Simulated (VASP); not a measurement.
**HfN: single point with PBE**

Crystal: HfN.

```xyz
2
Lattice="3.0990 0.0000 0.0000 -1.5495 2.6838 0.0000 0.0000 0.0000 2.9130" Properties=species:S:1:pos:R:3 pbc="T T T"
Hf    0.0000    0.0000    0.0000
N     1.5495    0.8946    1.4565
```

```
Program                : VASP 6.6.1
Task                   : single point
Functional             : PBE
Potentials or basis    : VASP PAW PBE potentials, release 64 (Hf_pv, N)
Cutoff                 : 600 eV
k mesh                 : 14 × 14 × 12
Occupations            : tetrahedron
Spin                   : no spin polarisation
Dipole correction      : no
Further INCAR settings : ALGO = Normal; EDIFF = 1e-06; NBANDS = 14
```

The pressure is -2.2 GPa.

Stress tensor (GPa, compression positive):
```
-1.76  0.00  0.00
 0.00 -1.76  0.00
 0.00  0.00 -3.05
```

Levels at points of the mesh, in eV from the Fermi level:
| k point | band 3 | band 4 | band 5 | band 6 | band 7 | band 8 | band 9 | band 10 | band 11 | band 12 |
| --- | --- | --- | --- | --- | --- | --- | --- | --- | --- | --- |
| (0.00, 0.00, 0.00) | -30.06 | -16.07 | -3.39 | -3.39 | -2.23 | -1.60 | 2.08 | 4.85 | 4.85 | 5.94 |
| (0.50, 0.00, 0.00) | -29.94 | -14.17 | -6.62 | -3.28 | -2.19 | -1.70 | 4.85 | 5.04 | 6.44 | 6.55 |
| (0.00, 0.00, 0.50) | -30.16 | -13.67 | -7.67 | -2.60 | -2.60 | 1.55 | 1.55 | 3.84 | 4.42 | 4.42 |
| (0.50, 0.00, 0.50) | -30.34 | -14.33 | -5.71 | -4.64 | -4.24 | 0.75 | 5.02 | 6.61 | 7.93 | 7.99 |

Run time: 43 s on 1 thread of Intel(R) Xeon(R) Platinum 8488C (Sapphire Rapids) (shared host), peak memory 0.21 GiB.

Caveat: spin-orbit coupling is left out, which moves the levels of the heavy elements; tetrahedron occupations give inexact forces and stress in metals.
